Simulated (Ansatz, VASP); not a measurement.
## MnS: VASP and Ansatz over several settings

```
Mn S
1.0
     0.00000    2.65558    2.65558
     2.65558    0.00000    2.65558
     2.65558    2.65558    0.00000
Mn S
1 1
Direct
  0.00000 0.00000 0.00000
  0.50000 0.50000 0.50000
```

Single points on this cell with VASP 6.6.1 and Ansatz 0.2.0. Each row is one pair of runs. Alike in all rows: spin: collinear, typed start; k mesh: 9 × 9 × 9; smearing: fermi-dirac, width 0.05 eV; VASP's potentials, cutoff: VASP PAW PBE potentials, release 64 (Mn_pv, S), 520 eV; Ansatz's potentials, cutoff: Ansatz PAW, 420 eV.

```csv
level,"gap on the k mesh at the Fermi level (eV), VASP","gap on the k mesh at the Fermi level (eV), Ansatz","pressure (GPa), VASP","pressure (GPa), Ansatz","net moment per atom (μB), VASP","net moment per atom (μB), Ansatz"
RPBE,none,none,-2.6,-2.5,2.43,2.43
PBE exchange alone,none,none,8.2,8.4,2.48,2.48
PBE+D3(BJ),none,none,-9.0,-9.0,2.42,2.41
```

Pressure (GPa): the two programs differ by at most 0.13; net moment per atom (μB): the two programs differ by at most 0.

VASP's potentials hold 19 valence electrons a cell and Ansatz's 21, so a difference there can come from the potentials and not from the codes.

A gap of «none» marks a metal or a gap that the smearing closes.
